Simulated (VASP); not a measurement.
Set up this calculation in VASP 6.6.1, as the native input.

* Task: single point
* Functional: LDA
* Potentials or basis: VASP PAW LDA potentials, release 64 (Li_sv, Rh_sv_GW)
* Cutoff: 750 eV
* k mesh: 20 × 20 × 10
* Occupations: gaussian, width 0.05 eV
* Spin: no spin polarisation
* Dipole correction: no
* Further INCAR settings: ALGO = Normal; EDIFF = 1e-06; NBANDS = 17

The structure of LiRh lies in POSCAR:

```
LiRh
1.0
    2.6024578299      0.0000000000      0.0000000000
   -1.3012289150      2.2537945930      0.0000000000
    0.0000000000      0.0000000000      4.2597743456
Li Rh
1 1
Direct
    0.0000000000      0.0000000000      0.5000000000
    0.6666666667      0.3333333333      0.0000000000
```

One way to write it, as run:

INCAR

```
SYSTEM = LiRh
PREC = Accurate ; ENCUT = 750
EDIFF = 1E-6 ; ISMEAR = 0
SIGMA = 0.05 ; LREAL = .FALSE.
LASPH = .TRUE. ; NELM = 120
ALGO = Normal ; ISIF = 2
LWAVE = .FALSE. ; LCHARG = .FALSE.
NBANDS = 17 ; GGA_COMPAT = .FALSE.
```

KPOINTS

```
regular mesh
0
G
  20 20 10
  0 0 0
```

Potentials or basis: VASP PAW LDA potentials, release 64 (Li_sv, Rh_sv_GW).

Run with:

```bash
$ cat potpaw_LDA.64/Li_sv/POTCAR potpaw_LDA.64/Rh_sv_GW/POTCAR > POTCAR
$ mpirun -np 1 vasp_std > vasp.out
```

Results of the run:

```yaml
Pressure: 0.2 GPa
Band_gap_on_the_k_mesh: zero (bands 10 and 11 overlap by 1.88 eV)
```

Wall time 57 s on 1 thread of Intel(R) Xeon(R) 6975P-C (Granite Rapids), with other jobs on the host, peak memory 0.35 GiB.
